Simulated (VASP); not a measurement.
# In (P6_3/mmc) in VASP: a series of runs, part 2 of 2

VASP 6.6.1.

## Step 6: Single point, PBEsol (25.69 Å³/atom)

INCAR reads:

```
SYSTEM = In
  PREC = Accurate
  ENCUT = 520
  EDIFF = 1E-6
  ISMEAR = -1
  SIGMA = 0.1
  LREAL = .False.
  LASPH = .True.
  NELM = 80
  ALGO = Normal
  ISIF = 2
  LWAVE = .False.
  LCHARG = .True.
  GGA = PS
  LELF = .True.
  LVHAR = .True.
  NBANDS = 20
```

KPOINTS reads:

```
regular mesh
0
Gamma
  12 12 7
  0 0 0
```

POSCAR reads:

```
In
1.0
    3.3163055326      0.0000000000      0.0000000000
   -1.6581527663      2.8720048380      0.0000000000
    0.0000000000      0.0000000000      5.3936927047
In
2
Direct
    0.3333333333      0.6666666667      0.2500000000
    0.6666666667      0.3333333333      0.7500000000
```

Potentials or basis: VASP PAW PBE potentials, release 64 (In_d).

The run is started by

```sh
$ cat potpaw_PBE.64/In_d/POTCAR > POTCAR
$ mpirun -np 1 vasp_std > vasp.out
```

OUTCAR:

```text
SYSTEM = In
   PREC = Accurate
   ENCUT = 520
   EDIFF = 1E-6
   ISMEAR = -1
   LREAL = .False.
   LASPH = .True.
   NELM = 80
   ISIF = 2
   GGA = PS

 ion  position               nearest neighbor table
   1  0.333  0.667  0.250-   2 3.31   2 3.31   2 3.31   2 3.31   2 3.31   2 3.31
   2  0.667  0.333  0.750-   1 3.31   1 3.31   1 3.31   1 3.31   1 3.31   1 3.31

  LATTYP: Found a hexagonal cell.
 ALAT       =     3.3163055326
 C/A-ratio  =     1.6264160982

  Lattice vectors:

 A1 = (   3.3163055326,   0.0000000000,   0.0000000000)
 A2 = (  -1.6581527663,   2.8720048380,   0.0000000000)
 A3 = (   0.0000000000,   0.0000000000,   5.3936927047)

Analysis of symmetry for initial positions (statically):
=====================================================================
 Subroutine PRICEL returns:
 Original cell was already a primitive cell.

 Routine SETGRP: Setting up the symmetry group for a
 hexagonal supercell.

 Subroutine GETGRP returns: Found 24 space group operations
 (whereof 12 operations were pure point group operations)
 out of a pool of 24 trial point group operations.

The static configuration has the point symmetry D_3d.
 The point group associated with its full space group is D_6h.

Analysis of symmetry for dynamics (positions and initial velocities):
=====================================================================
 Subroutine PRICEL returns:
 Original cell was already a primitive cell.

 Routine SETGRP: Setting up the symmetry group for a
 hexagonal supercell.

 Subroutine GETGRP returns: Found 24 space group operations
 (whereof 12 operations were pure point group operations)
 out of a pool of 24 trial point group operations.

The dynamic configuration has the point symmetry D_3d.
 The point group associated with its full space group is D_6h.

 Subroutine INISYM returns: Found 24 space group operations
 (whereof 12 operations are pure point group operations),
 and found     1 'primitive' translations

[... 108 lines left out ...]
   EFERMI =   0.00;   METHOD = LEGACY
   ISMEAR =    -1;   SIGMA  =   0.10  broadening in eV -4-tet -1-fermi 0-gaus
   EFERMI_NEDOS =   21; number of points for ismear=-14 and -15
   IALGO  =     38    algorithm
   IMIX   =      4    mixing-type and parameters
     AMIX     =   0.40;   BMIX     =  1.00
     AMIX_MAG =   1.60;   BMIX_MAG =  1.00
  volume/ion in A,a.u.               =      25.69       173.34
  Fermi-wavevector in a.u.,A,eV,Ry     =   1.304640  2.465412 23.158275  1.702085
  Thomas-Fermi vector in A             =   2.435562
   LORBIT       =      0    0 simple, 1 ext, 2 COOP (PROOUT), +10 PAW based schemes
   GGA     = PS    functional components
   LHFCALC =     F    Hartree Fock is set to
   AEXX    =    0.0000 exact exchange contribution
   IVDW    =     0    specifies the selected vdW correction
   LEPSILON=     F    determine dielectric tensor
   LRPA    =     F    only Hartree local field effects (RPA)
 non-spin polarized calculation
  energy-cutoff  :      520.00
  volume of cell :       51.37
 maximum number of plane-waves:      1399
 NGX is ok and might be reduce to    28
   NGX = 13   NGY = 13   NGZ = 21

 number of electron      25.9999997 magnetization

 Free energy of the ion-electron system (eV)
  ---------------------------------------------------
  ext. energy  EPLUGINS =         0.00000000
  ---------------------------------------------------
  free energy    TOTEN  =        -5.96731054 eV

  energy without entropy =       -5.94061010  energy(sigma->0) =       -5.95396032

 E-fermi :   7.5765     XC(G=0): -10.4938

 val. band max:        7.5399141015   @ k =   0.3333   0.3333   0.4286
 cond. band min:       7.5936515811   @ k =   0.0833   0.0000   0.2857
 fundamental gap:      0.0537374796
 Fermi energy:         7.5764904197

 k-point     1 :       0.0000    0.0000    0.0000
  band No.  band energies     occupation
      1      -7.0729      2.00000
      2      -6.9935      2.00000
      3      -6.9659      2.00000
      4      -6.9659      2.00000
      5      -6.9343      2.00000
      6      -6.9343      2.00000
[... 541 lines left out ...]
     19      16.2692      0.00000
     20      17.9145      0.00000

 [... further k-points ...]

------------------------ aborting loop because EDIFF is reached ----------------------------------------

  FORCE on cell =-STRESS in cart. coord.  units (eV):
  Direction    XX          YY          ZZ          XY          YZ          ZX
  --------------------------------------------------------------------------------------
  -------------------------------------------------------------------------------------
  Total        0.0705937      0.0705937     -0.1673401      0.0000000      0.0000000      0.0000000
  in kB        2.2016634      2.2016634     -5.2189685      0.0000000      0.0000000      0.0000000
  external PRESSURE =      -0.2718805 kB  Pullay stress =       0.0000000 kB

 VOLUME and BASIS-vectors are now :
 -----------------------------------------------------------------------------
  energy-cutoff  :      520.00
  volume of cell :       51.37
      direct lattice vectors                 reciprocal lattice vectors
     3.316305533  0.000000000  0.000000000     0.301540371  0.174094414  0.000000000
    -1.658152766  2.872004838  0.000000000     0.000000000  0.348188829  0.000000000
     0.000000000  0.000000000  5.393692705     0.000000000  0.000000000  0.185401738

 POSITION                                       TOTAL-FORCE (eV/Angst)
 -----------------------------------------------------------------------------------
     -0.00000      1.91467      1.34842        -0.000000     -0.000000      0.000000
      1.65815      0.95733      4.04527         0.000000      0.000000      0.000000
 -----------------------------------------------------------------------------------
    total drift:                               -0.000000      0.000000      0.000000

  FREE ENERGIE OF THE ION-ELECTRON SYSTEM (eV)
  ---------------------------------------------------
  free  energy   TOTEN  =        -5.9673105447 eV

  energy  without entropy=       -5.9406101049  energy(sigma->0) =       -5.95396032
```

OSZICAR:

```text
N       E                     dE             d eps       ncg     rms          rms(c)
DAV:   1     0.211582050730E+03    0.21158E+03   -0.13144E+04  3080   0.183E+03
DAV:   2     0.979855092643E+01   -0.20178E+03   -0.19800E+03  3068   0.379E+02
DAV:   3    -0.558735859855E+01   -0.15386E+02   -0.15301E+02  3524   0.120E+02
DAV:   4    -0.603020641857E+01   -0.44285E+00   -0.44261E+00  3656   0.220E+01
DAV:   5    -0.605588336252E+01   -0.25677E-01   -0.25676E-01  4452   0.441E+00    0.347E+00
DAV:   6    -0.598250191955E+01    0.73381E-01   -0.13314E-01  4132   0.610E+00    0.150E+00
DAV:   7    -0.596869810242E+01    0.13804E-01   -0.32781E-02  4188   0.271E+00    0.409E-01
DAV:   8    -0.596729757116E+01    0.14005E-02   -0.16440E-03  3364   0.504E-01    0.348E-02
DAV:   9    -0.596730744884E+01   -0.98777E-05   -0.92712E-05  4912   0.106E-01    0.124E-02
DAV:  10    -0.596730995118E+01   -0.25023E-05   -0.33654E-06  2800   0.283E-02    0.510E-03
DAV:  11    -0.596731054474E+01   -0.59356E-06   -0.12556E-06  2508   0.141E-02
   1 F= -.59673105E+01 E0= -.59539603E+01  d E =-.267004E-01
```

stdout:

```text
POSCAR found type information on POSCAR In
 POSCAR found :  1 types and       2 ions
 scaLAPACK will be used
 -----------------------------------------------------------------------------
|                                                                             |
|                                                                             |
|     You enforced a specific xc type in the INCAR file but a different       |
|     I HOPE YOU KNOW WHAT YOU ARE DOING!                                     |
|                                                                             |
 -----------------------------------------------------------------------------

 LDA part: xc-table for (Slater+PW92), standard interpolation
 POSCAR, INCAR and KPOINTS ok, starting setup
 FFT: planning ... GRIDC
 FFT: planning ... GRID_SOFT
 FFT: planning ... GRID
 WAVECAR not read
 entering main loop
```

Run time: 90 s. Hardware: 1 thread of Intel Xeon 8259CL, shared host; peak memory 0.21 GiB.

Results:

- Free energy: -5.9673 eV
- Pressure: 0.0 GPa
- Band gap on the k mesh: zero (bands 13 and 14 overlap by 5.10 eV)

Stress tensor (GPa, compression positive):
```
 0.22  0.00  0.00
 0.00  0.22  0.00
 0.00  0.00 -0.52
```

Levels at points of the mesh, in eV from the Fermi level:
```csv
k point,band 11,band 12,band 13,band 14,band 15,band 16
"(0.00, 0.00, 0.00)",-9.71,-4.31,-3.47,8.38,8.38,10.27
"(0.50, 0.00, 0.00)",-4.97,-4.28,0.27,0.43,0.88,2.95
```

Caveat: the PAW data sets were made with another functional, which shifts forces and pressure a little; spin-orbit coupling is left out, which moves the levels of the heavy elements.

## Step 7: The runs side by side

```tsv
cell	k mesh	gap on the mesh (eV)	pressure (GPa)
a = 3.316, b = 3.316, c = 5.394 Å, angles 90.0, 90.0, 120.0°, 2 atoms	11 × 11 × 6	none	0.0
a = 3.178, b = 3.178, c = 5.169 Å, angles 90.0, 90.0, 120.0°, 2 atoms	12 × 12 × 7	none	7.8
a = 3.225, b = 3.225, c = 5.246 Å, angles 90.0, 90.0, 120.0°, 2 atoms	12 × 12 × 7	none	4.5
a = 3.271, b = 3.271, c = 5.321 Å, angles 90.0, 90.0, 120.0°, 2 atoms	12 × 12 × 7	none	2.0
a = 3.316, b = 3.316, c = 5.394 Å, angles 90.0, 90.0, 120.0°, 2 atoms	12 × 12 × 7	none	0.0
```

Alike in all rows: task single point; level PBEsol; potentials or basis VASP PAW PBE potentials, release 64 (In_d); no spin polarisation; cutoff (eV) 520; smearing fermi-dirac 0.1 eV.

Caveats: the PAW data sets were made with another functional, which shifts forces and pressure a little; spin-orbit coupling is left out, which moves the levels of the heavy elements; the cell stands under pressure (at least some runs).

Total energies depend on the potentials used, so only differences within one code and one set of settings carry meaning.

The gap in the log of VASP goes by the Fermi energy; the results here count the filled bands.